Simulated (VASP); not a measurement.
Wanted: the native input for a VASP 6.6.1 run.

| Item | Value |
| --- | --- |
| Task | single point |
| Functional | r2SCAN |
| Potentials or basis | VASP PAW PBE potentials, release 64 (Cd, Se) |
| Cutoff | 520 eV |
| k mesh | 12 × 12 × 4 |
| Occupations | gaussian, width 0.01 eV |
| Spin | no spin polarisation |
| Dipole correction | no |
| Further INCAR settings | ALGO = Normal; EDIFF = 1e-06; NBANDS = 26 |

CdSe:

```xyz
4
Lattice="4.3407 0.0000 0.0000 -2.1704 3.7592 0.0000 0.0000 0.0000 7.2182" Properties=species:S:1:pos:R:3 pbc="T T T"
Cd    0.0000    2.5061    0.0112
Cd    2.1704    1.2531    3.6203
Se    0.0000    2.5061    2.6956
Se    2.1704    1.2531    6.3047
```

This cell differs from its parent crystal: uniaxial z strain +2.0%.

These files were run (other wordings do the same):

POSCAR

```
CdSe
1.0
    4.3407236624      0.0000000000      0.0000000000
   -2.1703618312      3.7591769624      0.0000000000
    0.0000000000      0.0000000000      7.2181789037
Cd Se
2 2
Direct
    0.3333333333      0.6666666667      0.0015566781
    0.6666666667      0.3333333333      0.5015566781
    0.3333333333      0.6666666667      0.3734433219
    0.6666666667      0.3333333333      0.8734433219
```

INCAR.step1

```
  PREC = Accurate
  ENCUT = 520
  ISMEAR = 0
  SIGMA = 0.01
  LREAL = False
  LASPH = True
  NELM = 60
  NBANDS = 26
  GGA = PE
  ALGO = Normal
  EDIFF = 1E-4
  LWAVE = True
  LCHARG = False
```

INCAR.step2

```
  PREC = Accurate
  ENCUT = 520
  EDIFF = 1E-6
  ISMEAR = 0
  SIGMA = 0.01
  LREAL = False
  LASPH = True
  NELM = 60
  ALGO = Normal
  ISIF = 2
  LWAVE = False
  LCHARG = False
  METAGGA = R2SCAN
  LMIXTAU = True
  NBANDS = 26
  ISTART = 1
```

KPOINTS

```
Automatic mesh
0
Gamma
  12 12 4
```

Potentials or basis: VASP PAW PBE potentials, release 64 (Cd, Se).

Launch:

```sh
$ cat potpaw_PBE.64/Cd/POTCAR potpaw_PBE.64/Se/POTCAR > POTCAR
$ cp INCAR.step1 INCAR
$ mpirun -np 1 vasp_std > vasp.out
$ cp INCAR.step2 INCAR
$ mpirun -np 1 vasp_std > vasp.out
```

It gave:

* Pressure: -0.8 GPa
* Band gap on the k mesh: 1.01 eV

Caveat: the cell differs from its parent crystal (uniaxial z strain +2.0%); the PAW data sets were made with another functional, which shifts forces and pressure a little.

Wall time 4.2 min on 1 thread of Intel(R) Xeon(R) 6975P-C (Granite Rapids), with other jobs on the host, peak memory 0.33 GiB.
